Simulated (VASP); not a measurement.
# Ir (R-3m) in VASP: single point with PBE

Aim: the single point of Ir with PBE.

Everything below comes from runs of VASP 6.6.1. Logs are shortened: lines on timing, memory, paths and dates and some standing lists are left out, and cuts for length are marked.

**1. The cell of the first run**

The typed cell holds 3 atoms: a = 2.736 Å, b = 2.736 Å, c = 6.706 Å, α = 90.00°, β = 90.00°, γ = 120.00°.

**2. Single point, PBE**

Contents of INCAR:

```
SYSTEM = Ir
PREC     = Accurate       ! precision mode
ENCUT    = 520            ! plane-wave cutoff, eV
EDIFF    = 1E-6           ! SCF threshold, eV
ISMEAR   = 0              ! smearing method
SIGMA    = 0.1            ! smearing width, eV
LREAL    = .FALSE.        ! projectors in reciprocal space
LASPH    = .TRUE.         ! aspherical terms in the spheres
NELM     = 80             ! most SCF steps
ALGO     = Fast           ! electronic algorithm
ISIF     = 2              ! what is computed and relaxed
LWAVE    = .FALSE.        ! write WAVECAR
LCHARG   = .TRUE.         ! write CHGCAR
GGA      = PE             ! functional
LELF     = .TRUE.         ! ELF
LVHAR    = .TRUE.       
NBANDS   = 20             ! bands
```

Contents of KPOINTS:

```
Automatic mesh
0
G
  30 30 14
  0 0 0
```

Contents of POSCAR:

```
Ir
1.0
    2.7363708924      0.0000000000      0.0000000000
   -1.3681854462      2.3697667070      0.0000000000
    0.0000000000      0.0000000000      6.7063174468
Ir
3
Direct
    0.0000000000      0.0000000000      0.0000000000
    0.3333333333      0.6666666667      0.3333333333
    0.6666666667      0.3333333333      0.6666666667
```

Potentials or basis: VASP PAW PBE potentials, release 64 (Ir).

Started as:

```bash
$ cat potpaw_PBE.64/Ir/POTCAR > POTCAR
$ mpirun -np 1 vasp_std > vasp.out
```

OUTCAR:

```text
SYSTEM = Ir
   PREC = Accurate
   ENCUT = 520
   EDIFF = 1E-6
   ISMEAR = 0
   LREAL = .FALSE.
   LASPH = .TRUE.
   NELM = 80
   ISIF = 2
   GGA = PE

 ion  position               nearest neighbor table
   1  0.000  0.000  0.000-   2 2.74   3 2.74   3 2.74   2 2.74   3 2.74   2 2.74
   2  0.333  0.667  0.333-   1 2.74   1 2.74   1 2.74   3 2.74   3 2.74   3 2.74
   3  0.667  0.333  0.667-   1 2.74   1 2.74   1 2.74   2 2.74   2 2.74   2 2.74

  LATTYP: Found a hexagonal cell.
 ALAT       =     2.7363708924
 C/A-ratio  =     2.4508071861

  Lattice vectors:

 A1 = (   2.7363708924,   0.0000000000,   0.0000000000)
 A2 = (  -1.3681854462,   2.3697667070,   0.0000000000)
 A3 = (   0.0000000000,   0.0000000000,   6.7063174468)

Analysis of symmetry for initial positions (statically):
=====================================================================
 Subroutine PRICEL returns following result:

  LATTYP: Found a trigonal (rhomboedric) cell.
 ALAT       =     2.7373521404
 COS(alpha) =     0.5003584019

  Lattice vectors:

 A1 = (   1.3681854461,  -0.7899222356,   2.2354391487)
 A2 = (  -0.0000000001,   1.5798444714,   2.2354391487)
 A3 = (  -1.3681854459,  -0.7899222358,   2.2354391494)

   3 primitive cells build up your supercell.

 Routine SETGRP: Setting up the symmetry group for a
 hexagonal supercell.

 Subroutine GETGRP returns: Found 12 space group operations
 (whereof 12 operations were pure point group operations)
 out of a pool of 24 trial point group operations.

The static configuration has the point symmetry D_3d.

Analysis of symmetry for dynamics (positions and initial velocities):
=====================================================================
 Subroutine PRICEL returns following result:

  LATTYP: Found a trigonal (rhomboedric) cell.
 ALAT       =     2.7373521404
 COS(alpha) =     0.5003584019

  Lattice vectors:

 A1 = (   1.3681854461,  -0.7899222356,   2.2354391487)
 A2 = (  -0.0000000001,   1.5798444714,   2.2354391487)
 A3 = (  -1.3681854459,  -0.7899222358,   2.2354391494)

   3 primitive cells build up your supercell.

 Routine SETGRP: Setting up the symmetry group for a
 hexagonal supercell.

 Subroutine GETGRP returns: Found 12 space group operations
 (whereof 12 operations were pure point group operations)
 out of a pool of 24 trial point group operations.

The dynamic configuration has the point symmetry D_3d.

 Subroutine INISYM returns: Found 12 space group operations
 (whereof 12 operations are pure point group operations),
 and found     3 'primitive' translations

----------------------------------------------------------------------------------------

                                     Primitive cell

  volume of cell :      14.4958

  direct lattice vectors                    reciprocal lattice vectors
     1.368185446 -0.789922236  2.235439149     0.365447536 -0.210991233  0.149113132
    -0.000000000  1.579844471  2.235439149    -0.000000000  0.421982466  0.149113132
    -1.368185446 -0.789922236  2.235439149    -0.365447536 -0.210991233  0.149113132

  length of vectors
     2.737352140  2.737352141  2.737352141     0.447553269  0.447553269  0.447553269

  position of ions in fractional coordinates (direct lattice)
     0.000000000  0.000000000  0.000000000

  ion indices of the primitive-cell ions
   primitive index   ion index
                 1           1

----------------------------------------------------------------------------------------

 KPOINTS: Automatic mesh

Automatic generation of k-mesh.
 Grid dimensions read from file:
 generate k-points for:   30   30   14

 Generating k-lattice:

  Cartesian coordinates                     Fractional coordinates (reciprocal lattice)
     0.012181585  0.007033041  0.000000000     0.033333333  0.000000000  0.000000000
     0.000000000  0.014066082  0.000000000     0.000000000  0.033333333  0.000000000
     0.000000000  0.000000000  0.010650938     0.000000000  0.000000000  0.071428571

  Length of vectors
     0.014066082  0.014066082  0.010650938

  Shift w.r.t. Gamma in fractional coordinates (k-lattice)
     0.000000000  0.000000000  0.000000000

 Subroutine IBZKPT returns following result:
 ===========================================

 Found   1178 irreducible k-points:

 Following reciprocal coordinates:
            Coordinates               Weight
  0.000000  0.000000  0.000000      1.000000
  0.033333  0.000000  0.000000      6.000000
  0.066667  0.000000  0.000000      6.000000
  0.100000  0.000000  0.000000      6.000000
  0.133333  0.000000  0.000000      6.000000
  0.166667  0.000000  0.000000      6.000000
[... 16 lines left out ...]
  0.233333  0.033333  0.000000     12.000000
  0.266667  0.033333  0.000000     12.000000
 [... further k-points ...]
   k-points           NKPTS =   1178   k-points in BZ     NKDIM =   1178   number of bands    NBANDS=     20
   number of dos      NEDOS =    301   number of ions     NIONS =      3
   total plane-waves  NPLWV =  20000
   dimension x,y,z NGX =    20 NGY =   20 NGZ =   50
   dimension x,y,z NGXF=    40 NGYF=   40 NGZF=  100
   ions per type =               3
   NGX,Y,Z   is equivalent  to a cutoff of  12.15, 12.15, 12.39 a.u.
   NGXF,Y,Z  is equivalent  to a cutoff of  24.30, 24.30, 24.79 a.u.
 SYSTEM =  Ir
   PREC   = accura    normal or accurate (medium, high low for compatibility)
   ISTART =      0    job   : 0-new  1-cont  2-samecut
   ICHARG =      2    charge: 1-file 2-atom 10-const
   ISPIN  =      1    spin polarized calculation?
   LNONCOLLINEAR =      F non collinear calculations
   LSORBIT =      F    spin-orbit coupling
   LASPH  =      T    aspherical Exc in radial PAW
   ENCUT  =  520.0 eV  38.22 Ry    6.18 a.u.   5.09  5.09 12.47*2*pi/ulx,y,z
   NELM   =     80;   NELMIN=  2; NELMDL= -5     # of ELM steps
   EDIFF  = 0.1E-05   stopping-criterion for ELM
   LREAL  =      F    real-space projection
   EDIFFG = 0.1E-04   stopping-criterion for IOM
   NSW    =      0    number of steps for IOM
   IBRION =     -1    ionic relax: 0-MD 1-quasi-New 2-CG
   NFREE  =      0    steps in history (QN), initial steepest desc. (CG)
   ISIF   =      2    stress and relaxation
   ISYM   =      2    0-nonsym 1-usesym 2-fastsym
   POTIM  = 0.5000    time-step for ionic-motion
   TEBEG  =    0.0;   TEEND  =   0.0 temperature during run
   PSTRESS=    0.0 pullay stress
   NELECT =      27.0000    total number of electrons
   NUPDOWN=      -1.0000    fix difference up-down
   EMIN   =  10.00;   EMAX   =-10.00  energy-range for DOS
   EFERMI =   0.00;   METHOD = LEGACY
   ISMEAR =     0;   SIGMA  =   0.10  broadening in eV -4-tet -1-fermi 0-gaus
   EFERMI_NEDOS =   21; number of points for ismear=-14 and -15
   IALGO  =     68    algorithm
   IMIX   =      4    mixing-type and parameters
     AMIX     =   0.40;   BMIX     =  1.00
     AMIX_MAG =   1.60;   BMIX_MAG =  1.00
  volume/ion in A,a.u.               =      14.50        97.82
  Fermi-wavevector in a.u.,A,eV,Ry     =   1.396608  2.639206 26.538354  1.950514
  Thomas-Fermi vector in A             =   2.519946
   LORBIT       =      0    0 simple, 1 ext, 2 COOP (PROOUT), +10 PAW based schemes
   GGA     = PE    functional components
   LHFCALC =     F    Hartree Fock is set to
   AEXX    =    0.0000 exact exchange contribution
   IVDW    =     0    specifies the selected vdW correction
   LEPSILON=     F    determine dielectric tensor
   LRPA    =     F    only Hartree local field effects (RPA)
 non-spin polarized calculation
 RMM-DIIS sequential band-by-band and
 Gauss-broadening in eV      SIGMA  =   0.10
  energy-cutoff  :      520.00
  volume of cell :       43.49
 maximum number of plane-waves:      1186
   NGX = 11   NGY = 11   NGZ = 25

 number of electron      27.0000000 magnetization

 Free energy of the ion-electron system (eV)
  ---------------------------------------------------
  ext. energy  EPLUGINS =         0.00000000
  ---------------------------------------------------
  free energy    TOTEN  =       -26.55582767 eV

  energy without entropy =      -26.54176647  energy(sigma->0) =      -26.54879707

 E-fermi :   9.9750     XC(G=0): -13.8434

 val. band max:        9.9746498863   @ k =   0.0000   0.1000   0.2143
 cond. band min:       9.9756039338   @ k =   0.4333   0.1333   0.2143
 fundamental gap:      0.0009540475
 Fermi energy:         9.9749964920

 k-point     1 :       0.0000    0.0000    0.0000
  band No.  band energies     occupation
      1      -0.8704      2.00000
      2       1.9825      2.00000
      3       1.9825      2.00000
      4       6.2398      2.00000
      5       6.2473      2.00000
      6       6.2473      2.00000
[... 12 lines left out ...]
     19      21.0686      0.00000
     20      21.0686      0.00000

 k-point     2 :       0.0333    0.0000    0.0000
  band No.  band energies     occupation
      1      -0.8272      2.00000
      2       2.0246      2.00000
      3       2.0256      2.00000
      4       6.2212      2.00000
      5       6.2592      2.00000
      6       6.2687      2.00000
[... 12 lines left out ...]
     19      21.0889      0.00000
     20      21.0902      0.00000

 k-point     3 :       0.0667    0.0000    0.0000
  band No.  band energies     occupation
      1      -0.6989      2.00000
      2       2.1462      2.00000
      3       2.1549      2.00000
      4       6.1459      2.00000
      5       6.2840      2.00000
      6       6.2842      2.00000
[... 12 lines left out ...]
     19      21.1423      0.00000
     20      21.1532      0.00000

 k-point     4 :       0.1000    0.0000    0.0000
  band No.  band energies     occupation
      1      -0.4890      2.00000
      2       2.3353      2.00000
      3       2.3671      2.00000
      4       5.9562      2.00000
      5       6.0294      2.00000
      6       6.0535      2.00000
[... 429 lines left out ...]
 k-point    23 :       0.2333    0.0333    0.0000
  band No.  band energies     occupation
      1       1.2331      2.00000
      2       3.1603      2.00000
      3       3.8492      2.00000
      4       4.1847      2.00000
      5       5.1558      2.00000
      6       5.3861      2.00000
[... 12 lines left out ...]
     19      21.3365      0.00000
     20      21.4301      0.00000

 k-point    24 :       0.2667    0.0333    0.0000
  band No.  band energies     occupation
      1       1.6647      2.00000
      2       3.0975      2.00000
      3       3.8665      2.00000
      4       3.9111      2.00000
      5       5.2961      2.00000
      6       5.3400      2.00000
[... 12 lines left out ...]
     19      20.8495      0.00000
     20      21.2654      0.00000

 [... further k-points ...]

------------------------ aborting loop because EDIFF is reached ----------------------------------------

  FORCE on cell =-STRESS in cart. coord.  units (eV):
  Direction    XX          YY          ZZ          XY          YZ          ZX
  --------------------------------------------------------------------------------------
  -------------------------------------------------------------------------------------
  Total        0.1456501      0.1456501      0.0751295      0.0000000      0.0000000      0.0000000
  in kB        5.3660732      5.3660732      2.7679372      0.0000000      0.0000000      0.0000000
  external PRESSURE =       4.5000278 kB  Pullay stress =       0.0000000 kB

 VOLUME and BASIS-vectors are now :
 -----------------------------------------------------------------------------
  energy-cutoff  :      520.00
  volume of cell :       43.49
      direct lattice vectors                 reciprocal lattice vectors
     2.736370892  0.000000000  0.000000000     0.365447536  0.210991233  0.000000000
    -1.368185446  2.369766707  0.000000000     0.000000000  0.421982466  0.000000000
     0.000000000  0.000000000  6.706317447     0.000000000  0.000000000  0.149113132

 POSITION                                       TOTAL-FORCE (eV/Angst)
 -----------------------------------------------------------------------------------
      0.00000      0.00000      0.00000         0.000000     -0.000000     -0.000000
     -0.00000      1.57984      2.23544        -0.000000     -0.000000     -0.000000
      1.36819      0.78992      4.47088        -0.000000      0.000000      0.000000
 -----------------------------------------------------------------------------------
    total drift:                               -0.000000      0.000000     -0.000000

  FREE ENERGIE OF THE ION-ELECTRON SYSTEM (eV)
  ---------------------------------------------------
  free  energy   TOTEN  =       -26.5558276740 eV

  energy  without entropy=      -26.5417664697  energy(sigma->0) =      -26.54879707
```

Run time: 9.1 min. Hardware: 1 thread of AMD EPYC 9R45 (Zen 5), shared host; peak memory 0.79 GiB.

Results:

```
Free energy            : -26.5558 eV
Pressure               : 0.5 GPa
Band gap on the k mesh : zero (an odd number of electrons rules out a gap without spin polarisation)
```

Levels at points of the mesh, in eV from the Fermi level:
| k point | band 10 | band 11 | band 12 | band 13 | band 14 | band 15 | band 16 | band 17 |
| --- | --- | --- | --- | --- | --- | --- | --- | --- |
| (0.00, 0.00, 0.00) | -3.52 | -3.37 | -3.37 | -1.14 | -1.14 | -0.21 | -0.21 | -0.21 |
| (0.50, 0.00, 0.00) | -2.92 | 0.84 | 0.95 | 0.95 | 1.42 | 1.42 | 1.72 | 3.12 |
| (0.00, 0.00, 0.50) | -3.35 | -3.35 | -1.29 | -1.29 | -1.29 | -1.29 | -0.69 | 0.87 |
| (0.50, 0.00, 0.50) | -0.68 | -0.63 | -0.63 | 0.87 | 0.87 | 1.13 | 1.13 | 3.77 |

Caveat: spin-orbit coupling is left out, which moves the levels of the heavy elements.
